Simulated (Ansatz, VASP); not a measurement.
**Two plane-wave programs on B4Ru**

```xyz
5
Lattice="3.4613 0.0000 0.0000 0.0000 3.4613 0.0000 0.0000 0.0000 3.4613" Properties=species:S:1:pos:R:3 pbc="T T T"
B     0.0000    0.0000    0.0000
B     1.7307    0.0000    0.0000
B     0.0000    1.7307    0.0000
B     0.0000    0.0000    1.7307
Ru    1.7307    1.7307    1.7307
```

Alike in both runs: task single point; functional PBE; k mesh 6 × 6 × 6; occupations gaussian, width 0.1 eV; collinear spin.

```csv
,VASP,Ansatz
version,VASP 6.6.1,Ansatz 0.2.0
potentials or method,"VASP PAW PBE potentials, release 64 (B, Ru_pv), cutoff 500 eV","scalar-relativistic, plane waves, PAW"
valence electrons in the cell,26,28
```

```tsv
	VASP	Ansatz	Ansatz less VASP
gap on the k mesh at the Fermi level (eV)	none	none	-
pressure (GPa)	0.0	0.0	-0.02
net moment per atom (μB)	0.00	0.00	0.000
```

A gap of «none» marks a metal or a gap that the smearing closes. VASP's potentials hold 26 valence electrons a cell and Ansatz's 28, so a difference there can come from the potentials and not from the codes. Ansatz's warnings: seeded moment not kept.
